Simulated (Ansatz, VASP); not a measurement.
**P: VASP beside Ansatz**

The input INCAR:

```
PREC = Accurate
ENCUT = 600
EDIFF = 1E-7
ISMEAR = 0
SIGMA = 0.1
LREAL = False
LASPH = True
NELM = 60
ALGO = Normal
ISIF = 3
LWAVE = False
LCHARG = False
GGA = PE
IBRION = 2
NSW = 90
EDIFFG = -0.04
```

The input KPOINTS:

```
Automatic mesh
0
Gamma
  6 6 6
```

File POSCAR:

```
P
1.0
    4.7801417400      2.7598161200      1.1136863500
   -4.7801417400      2.7598161200      1.1136863500
    0.0000000000     -5.5196322400      1.1136863500
P
6
Direct
    0.8062090300      0.1851480000      0.8062090300
    0.1937909700      0.1937909700      0.8148520000
    0.1851480000      0.8062090300      0.8062090300
    0.8148520000      0.1937909700      0.1937909700
    0.8062090300      0.8062090300      0.1851480000
    0.1937909700      0.8148520000      0.1937909700
```

Input for Ansatz:

```yaml
crystal:
  lattice:
    - [4.78014174, 2.75981612, 1.11368635]
    - [-4.78014174, 2.75981612, 1.11368635]
    - [0.0, -5.51963224, 1.11368635]
  atoms:
    - { symbol: P, position: [0.80620903, 0.185148, 0.80620903] }
    - { symbol: P, position: [0.19379097, 0.19379097, 0.814852] }
    - { symbol: P, position: [0.185148, 0.80620903, 0.80620903] }
    - { symbol: P, position: [0.814852, 0.19379097, 0.19379097] }
    - { symbol: P, position: [0.80620903, 0.80620903, 0.185148] }
    - { symbol: P, position: [0.19379097, 0.814852, 0.19379097] }
basis:
  ecutwfc: 420
kpoints:
  mp_grid: { grid: [6, 6, 6] }
hamiltonian:
  xc: pbe
scf:
  occupations: { method: gaussian, width: 0.1 }
  lower_state_search: "off"
output:
  forces: true
  stress: true
  eigenvalues: true
relax:
  adjacent_minimum: "off"
  f_tol: 0.04
  max_steps: 70
  cell: { stress_tol: 0.4 }
```

Alike in both runs: task relaxation of cell and atoms; functional PBE; k mesh 6 × 6 × 6; occupations gaussian, width 0.1 eV; no spin polarisation.

|  | VASP | Ansatz |
| --- | --- | --- |
| version | VASP 6.6.1 | Ansatz 0.2.0 |
| potentials or method | VASP PAW PBE potentials, release 64 (P), cutoff 600 eV | scalar-relativistic, plane waves, PAW |
| valence electrons in the cell | 30 | 30 |

VASP gave:

* gap on the k mesh at the Fermi level, each at its own relaxed structure (eV): none
* relaxed volume (Å³/atom): 23.78
* relaxed cell length with the largest relative difference (Å): 7.255

Q: Estimate Ansatz's values.

A: gap on the k mesh at the Fermi level, each at its own relaxed structure (eV): none; relaxed volume (Å³/atom): 23.63; relaxed cell length with the largest relative difference (Å): 7.227.

A gap of «none» marks a metal or a gap that the smearing closes.

Noted on VASP's run: the volume moved by over 15 % at a fixed basis, so the end points are rough.
